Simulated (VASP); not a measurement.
Write the native input for VASP 6.6.1 that does the following.

```
Task                   : relaxation of cell and atoms
Functional             : RPBE
Potentials or basis    : VASP PAW PBE potentials, release 64 (Ru_pv)
Cutoff                 : 600 eV
k mesh                 : 15 × 15 × 15
Occupations            : fermi-dirac, width 0.1 eV
Spin                   : no spin polarisation
Dipole correction      : no
Further INCAR settings : ALGO = Normal; EDIFF = 1e-06; IBRION = 2; EDIFFG = -0.01; NSW = 80; ISIF = 3
```

The structure of Ru lies in POSCAR:

```
Ru
1.0
   -1.5020265709      1.5020265709      1.5020265709
    1.5020265709     -1.5020265709      1.5020265709
    1.5020265709      1.5020265709     -1.5020265709
Ru
1
Direct
    0.0000000000      0.0000000000      0.0000000000
```

One way to write it, as run:

INCAR

```
SYSTEM = Ru
ALGO = Normal
EDIFF = 1E-6
EDIFFG = -0.01
ENCUT = 600
GGA = RP
IBRION = 2
ISIF = 3
ISMEAR = -1
LASPH = .TRUE.
LCHARG = .FALSE.
LREAL = .FALSE.
LWAVE = .FALSE.
NELM = 60
NSW = 80
PREC = Accurate
SIGMA = 0.1
```

KPOINTS

```
k-points
0
G
  15 15 15
  0 0 0
```

Potentials or basis: VASP PAW PBE potentials, release 64 (Ru_pv).

Run with:

```sh
$ cat potpaw_PBE.64/Ru_pv/POTCAR > POTCAR
$ mpirun -np 1 vasp_std > vasp.out
```

Results of the run:

The relaxed volume is 14.47 Å³/atom. The relaxed cell is a = 2.659 Å, b = 2.659 Å, c = 2.659 Å, α = 109.47°, β = 109.47°, γ = 109.47° and the space group after relaxing (to 0.05 Å) is Im-3m (No. 229). The energy gained by relaxing is 53.7 meV/atom. The ionic steps are 17, the pressure after relaxing is 0.1 GPa and the band gap on the k mesh is zero (band 7 reaches 13.50 eV, above the bottom of band 8 at 10.49 eV).

Caveat: the PAW data sets were made with another functional, which shifts forces and pressure a little.

Run time: 2.2 min on 1 thread of Intel(R) Xeon(R) Platinum 8175M CPU @ 2.50GHz (Skylake/Cascade Lake), with other jobs on the host, peak memory 0.16 GiB.
